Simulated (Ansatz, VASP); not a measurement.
# C: VASP beside Ansatz

The input INCAR:

```
PREC = Accurate
ENCUT = 520
EDIFF = 1E-6
ISMEAR = 0
SIGMA = 0.05
LREAL = F
LASPH = T
NELM = 100
ALGO = Normal
ISIF = 2
LWAVE = F
LCHARG = F
GGA = CA
NBANDS = 11
```

Contents of KPOINTS:

```
Automatic mesh
0
Gamma
  12 12 12
```

File POSCAR:

```
C
1.0
    0.0000000000      1.8217417046      1.7783842520
    1.8217417046      0.0000000000      1.7783842520
    1.8217417046      1.8217417046      0.0000000000
C
2
Direct
    0.5000000000      0.5000000000      0.5000000000
    0.7500000000      0.7500000000      0.7500000000
```

Input for Ansatz:

```yaml
crystal:
  lattice:
    - [0.0, 1.8217417046, 1.778384252]
    - [1.8217417046, 0.0, 1.778384252]
    - [1.8217417046, 1.8217417046, 0.0]
  atoms:
    - { symbol: C, position: [0.5, 0.5, 0.5] }
    - { symbol: C, position: [0.75, 0.75, 0.75] }
basis:
  ecutwfc: 520.0
kpoints:
  mp_grid: { grid: [12, 12, 12] }
hamiltonian:
  xc: lda
  pseudopotentials: { kind: paw, azcp: { folder: soft_1 } }
scf:
  occupations: { method: gaussian, width: 0.05 }
output:
  forces: true
  stress: true
  eigenvalues: true
```

Alike in both runs: task single point; functional LDA; k mesh 12 × 12 × 12; occupations gaussian, width 0.05 eV; no spin polarisation.

```csv
,VASP,Ansatz
version,VASP 6.6.1,Ansatz 0.2.0
potentials or method,"VASP PAW LDA potentials, release 64 (C), cutoff 520 eV","scalar-relativistic, plane waves, PAW"
valence electrons in the cell,8,8
```

Ansatz gave:

| Quantity | Value |
| --- | --- |
| gap on the k mesh at the Fermi level (eV) | 3.45 |
| least direct gap on the mesh (eV) | 5.02 |
| pressure (GPa) | -28.6 |
| traceless stress, the component that is largest in VASP (GPa) | 13.90 |

Question: Which values does VASP return?

Answer: gap on the k mesh at the Fermi level (eV): 3.44; least direct gap on the mesh (eV): 5.02; pressure (GPa): -27.3; traceless stress, the component that is largest in VASP (GPa): 13.88.

Ansatz warns that its potentials were made for another functional, while VASP's fit it. LDA's correlation is that of Perdew and Zunger in VASP and of Perdew and Wang (1992) in Ansatz.
